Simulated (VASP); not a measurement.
Write the native input for VASP 6.6.1 that does the following.

* Task: relaxation of cell and atoms
* Functional: PBE
* Potentials or basis: VASP PAW PBE potentials, release 64 (Mo_sv)
* Cutoff: 600 eV
* k mesh: 24 × 24 × 24
* Occupations: gaussian, width 0.1 eV
* Spin: no spin polarisation
* Dipole correction: no
* Further INCAR settings: ALGO = Fast; EDIFF = 1e-06; IBRION = 2; EDIFFG = -0.01; NSW = 100; ISIF = 3

The structure of Mo lies in POSCAR:

```
Mo
1.0
   -1.5680204791      1.5680204791      3.7754032404
    1.5680204791     -1.5680204791      3.7754032404
    1.5680204791      1.5680204791     -3.7754032404
Mo
2
Direct
    0.8387340888      0.8387340888      0.0000000000
    0.1612659112      0.1612659112      0.0000000000
```

One way to write it, as run:

INCAR

```
ALGO = Fast
EDIFF = 1E-6
EDIFFG = -0.01
ENCUT = 600
GGA = PE
IBRION = 2
ISIF = 3
ISMEAR = 0
LASPH = True
LCHARG = False
LREAL = False
LWAVE = False
NELM = 80
NSW = 100
PREC = Accurate
SIGMA = 0.1
```

KPOINTS

```
k-points
0
Gamma
  24 24 24
```

Potentials or basis: VASP PAW PBE potentials, release 64 (Mo_sv).

Launch:

```sh
$ cat potpaw_PBE.64/Mo_sv/POTCAR > POTCAR
$ mpirun -np 1 vasp_std > vasp.out
```

It gave:

```yaml
Relaxed_volume: 18.58 Å³/atom
Relaxed_cell: a = 4.391 Å, b = 4.391 Å, c = 4.391 Å, α = 138.24°, β = 138.24°, γ = 60.54°
Space_group_after_relaxing_to_0.1_Å: I4/mmm (No. 139)
Energy_gained_by_relaxing: 0.3 meV/atom
Ionic_steps: 8
Pressure_after_relaxing: 0.0 GPa
Band_gap_on_the_k_mesh: zero (bands 14 and 15 overlap by 0.84 eV)
```

Run time: 110 min on 1 thread of Oxide Virtual Turin-like Processor (shared host), peak memory 0.77 GiB.
